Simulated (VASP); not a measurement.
Here is a VASP 6.6.1 calculation.

File POSCAR:

```
Pt
1.0
    2.7606660000      0.0000000000      0.0000000000
   -1.3803330000      2.3908070000      0.0000000000
    0.0000000000      0.0000000000      4.7921340000
Pt
2
Direct
    0.6666666667      0.3333333333      0.7500000000
    0.3333333333      0.6666666667      0.2500000000
```

File INCAR.step1:

```
PREC = Accurate ; ENCUT = 520
ISMEAR = -1 ; SIGMA = 0.1
LREAL = False ; LASPH = True
NELM = 80 ; NBANDS = 17
GGA = PE ; ALGO = Normal
EDIFF = 1E-4 ; LWAVE = True
LCHARG = False
```

The input INCAR.step2:

```
PREC = Accurate ; ENCUT = 520
EDIFF = 1E-7 ; ISMEAR = -1
SIGMA = 0.1 ; LREAL = False
LASPH = True ; NELM = 80
ALGO = Normal ; ISIF = 2
LWAVE = False ; LCHARG = True
METAGGA = R2SCAN ; LMIXTAU = True
LELF = True ; LVHAR = True
NBANDS = 17 ; ISTART = 1
```

KPOINTS

```
Automatic mesh
0
Gamma
  12 12 6
```

Potentials or basis: VASP PAW PBE potentials, release 64 (Pt).

Run with:

```console
$ cat potpaw_PBE.64/Pt/POTCAR > POTCAR
$ cp INCAR.step1 INCAR
$ mpirun -np 1 vasp_std > vasp.out
$ cp INCAR.step2 INCAR
$ mpirun -np 1 vasp_std > vasp.out
```

(1) Predict the band gap on the k mesh.

(2) Estimate the pressure.

Results:

(1) zero (bands 10 and 11 overlap by 1.38 eV).

(2) -5.6 GPa.

Caveat: the cell stands under tension; the PAW data sets were made with another functional, which shifts forces and pressure a little; spin-orbit coupling is left out, which moves the levels of the heavy elements.
